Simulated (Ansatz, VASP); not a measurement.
# One calculation of ZnCd3Se2S2, two programs

```
CELL_PARAMETERS angstrom
0.00000 4.21682 5.93052
4.18750 0.00000 5.93052
4.18750 4.21682 0.00000
ATOMIC_POSITIONS crystal
Zn 0.00787 0.00787 0.99213
Cd 0.74324 0.74324 0.75676
Cd 0.24324 0.24324 0.25676
Cd 0.50478 0.50478 0.49522
Se 0.64513 0.11726 0.88274
Se 0.11726 0.64513 0.35487
S 0.35537 0.88310 0.64463
S 0.88310 0.35537 0.11690
```

Alike in both runs: functional PBE; k mesh 3 × 3 × 3; occupations gaussian, width 0.15 eV; no spin polarisation.

Ansatz relaxed the structure, and its values are those at the end. VASP's run is a single point on that final structure, the one shown.

|  | VASP | Ansatz |
| --- | --- | --- |
| version | VASP 6.6.1 | Ansatz 0.2.0 |
| potentials or method | VASP PAW PBE potentials, release 64 (Zn, Cd, Se, S), cutoff 520 eV | scalar-relativistic, plane waves, PAW |
| valence electrons in the cell | 72 | 116 |

Ansatz gave:

- gap on the k mesh at the Fermi level (eV): 0.81
- least direct gap on the mesh (eV): 0.81
- pressure (GPa): 0.0
- rms of the force components (eV/Å): 0.020

Problem. Estimate VASP's values.

Solution. gap on the k mesh at the Fermi level (eV): 0.81; least direct gap on the mesh (eV): 0.81; pressure (GPa): 0.2; rms of the force components (eV/Å): 0.023.

The functional is the same, so the differences come from potentials, cutoffs and numerics. VASP's potentials hold 72 valence electrons a cell and Ansatz's 116, so a difference there can come from the potentials and not from the codes.
